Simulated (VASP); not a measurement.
Input of a VASP 6.6.1 run:

File POSCAR:

```
InP
1.0
    0.0000000000      2.9538132889      2.9538132889
    2.9538132889      0.0000000000      2.9538132889
    2.9538132889      2.9538132889      0.0000000000
In P
1 1
Direct
    0.0000000000      0.0000000000      0.0000000000
    0.2500000000      0.2500000000      0.2500000000
```

Contents of INCAR.step1:

```
SYSTEM = InP
ALGO = Normal
EDIFF = 1E-5
ENCUT = 520
GGA = PE
ISIF = 2
ISMEAR = -1
LASPH = .True.
LCHARG = .False.
LREAL = .False.
LWAVE = .True.
NBANDS = 16
NELM = 100
PREC = Accurate
SIGMA = 0.02
```

Contents of INCAR.step2:

```
SYSTEM = InP
ALGO = Normal
EDIFF = 1E-6
ENCUT = 520
GGA = PE
HFSCREEN = 0.2079
ISIF = 2
ISMEAR = -1
ISTART = 1
LASPH = .True.
LCHARG = .False.
LHFCALC = .True.
LREAL = .False.
LWAVE = .False.
NBANDS = 16
NELM = 100
PREC = Accurate
PRECFOCK = Normal
SIGMA = 0.02
```

KPOINTS

```
k-points
0
Gamma
  4 4 4
  0 0 0
```

Potentials or basis: VASP PAW PBE potentials, release 64 (In_d, P).

The run is started by

```sh
$ cat potpaw_PBE.64/In_d/POTCAR potpaw_PBE.64/P/POTCAR > POTCAR
$ cp INCAR.step1 INCAR
$ mpirun -np 1 vasp_std > vasp.out
$ cp INCAR.step2 INCAR
$ mpirun -np 1 vasp_std > vasp.out
```

Task: Estimate the band gap on the k mesh.

Result: 1.39 eV.

Task: What does it give for the pressure?

Result: -0.2 GPa.

Caveat: the k points lie up to 0.46 Å⁻¹ apart; the PAW data sets were made with another functional, which shifts forces and pressure a little; spin-orbit coupling is left out, which moves the levels of the heavy elements.
